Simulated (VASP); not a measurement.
A run of VASP 6.6.1 is set up as follows.

Contents of INCAR:

```
PREC = Accurate
ENCUT = 520
EDIFF = 1E-6
ISMEAR = 0
SIGMA = 0.2
LREAL = False
LASPH = True
NELM = 100
ALGO = Normal
ISIF = 2
LWAVE = False
LCHARG = True
GGA = PE
LVHAR = True
NBANDS = 94
KPAR = 4
```

File KPOINTS:

```
regular mesh
0
Gamma
  6 6 4
```

File POSCAR:

```
CrGe4Mo
1.0
   -0.0000044746      0.0009382040      4.6547495936
    2.3276341402     -4.0966237526     -0.0008162638
    6.9796876284      4.0947811608      0.0009247057
Cr Ge Mo
2 8 2
Direct
   -0.0000135092     -0.0000089707      0.0000008454
    0.0000143359      0.5000035597      0.4999970638
    0.0000285161      0.4927945460      0.1691005668
    0.0000283771      0.9927714650      0.6691009419
    0.4999913197      0.7400923745      0.4199672862
    0.4999805698      0.2400879664      0.9199606059
   -0.0000263873      0.0072093106      0.3308980646
   -0.0000287945      0.5072251039      0.8308934888
    0.5000015770      0.7599084897      0.0800356862
    0.5000216091      0.2599116001      0.5800384258
    0.5000045811      0.2500025226      0.2500049491
    0.4999978052      0.7500020320      0.7500020755
```

Potentials or basis: VASP PAW PBE potentials, release 64 (Cr_pv, Ge_d, Mo_sv).

Launch:

```bash
$ cat potpaw_PBE.64/Cr_pv/POTCAR potpaw_PBE.64/Ge_d/POTCAR potpaw_PBE.64/Mo_sv/POTCAR > POTCAR
$ mpirun -np 4 vasp_std > vasp.out
```

What does it give for the pressure?

0.2 GPa.

Predict the largest force.

0.014 eV/Å.

Estimate the band gap on the k mesh.

zero (bands 82 and 83 overlap by 0.40 eV).

Stress tensor (GPa, compression positive):
```
 0.18  0.00  0.00
 0.00  0.26 -0.06
 0.00 -0.06  0.20
```

Caveat: the run has no spin polarisation, though such a crystal can be magnetic. Spin polarisation is off, so any magnetic state and its effect on volume and gap are missing.
